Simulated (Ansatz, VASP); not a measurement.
InSb: VASP beside Ansatz

INCAR

```
SYSTEM = InSb
PREC = Accurate ; ENCUT = 520
EDIFF = 1E-6 ; ISMEAR = 0
SIGMA = 0.05 ; LREAL = .FALSE.
LASPH = .TRUE. ; NELM = 80
ALGO = Normal ; ISIF = 2
LWAVE = .FALSE. ; LCHARG = .FALSE.
GGA = PS ; NBANDS = 16
```

KPOINTS

```
Automatic mesh
0
G
  8 8 8
  0 0 0
```

File POSCAR:

```
InSb
1.0
    0.0000000000      3.3026652049      3.3026652049
    3.3026652049      0.0000000000      3.3026652049
    3.3026652049      3.3026652049      0.0000000000
In Sb
1 1
Direct
    0.0000000000      0.0000000000      0.0000000000
    0.7500000000      0.7500000000      0.7500000000
```

Input for Ansatz:

```yaml
crystal:
  lattice:
    - [0.0, 3.3026652049, 3.3026652049]
    - [3.3026652049, 0.0, 3.3026652049]
    - [3.3026652049, 3.3026652049, 0.0]
  atoms:
    - { symbol: In, position: [0.0, 0.0, 0.0] }
    - { symbol: Sb, position: [0.75, 0.75, 0.75] }
basis:
  ecutwfc: 420
  ecutrho_ratio: 4
kpoints:
  mp_grid: { grid: [8, 8, 8] }
hamiltonian:
  xc: pbesol
scf:
  occupations: { method: gaussian, width: 0.05 }
output:
  forces: true
  stress: true
  eigenvalues: true
```

Alike in both runs: task single point; functional PBEsol; k mesh 8 × 8 × 8; occupations gaussian, width 0.05 eV; no spin polarisation.

|  | VASP | Ansatz |
| --- | --- | --- |
| version | VASP 6.6.1 | Ansatz 0.2.0 |
| potentials or method | VASP PAW PBE potentials, release 64 (In_d, Sb), cutoff 520 eV | scalar-relativistic, plane waves, PAW |
| valence electrons in the cell | 18 | 28 |

```tsv
	VASP	Ansatz	Ansatz less VASP
gap on the k mesh at the Fermi level (eV)	none	none	-
pressure (GPa)	-1.5	-1.5	-0.01
```

VASP's potentials were made for PBE, not for PBEsol. A gap of «none» marks a metal or a gap that the smearing closes. With one functional, cell and mesh, what is left measures potentials, basis and numerics. VASP's potentials hold 18 valence electrons a cell and Ansatz's 28, so a difference there can come from the potentials and not from the codes.

Neither program's run includes spin-orbit coupling.
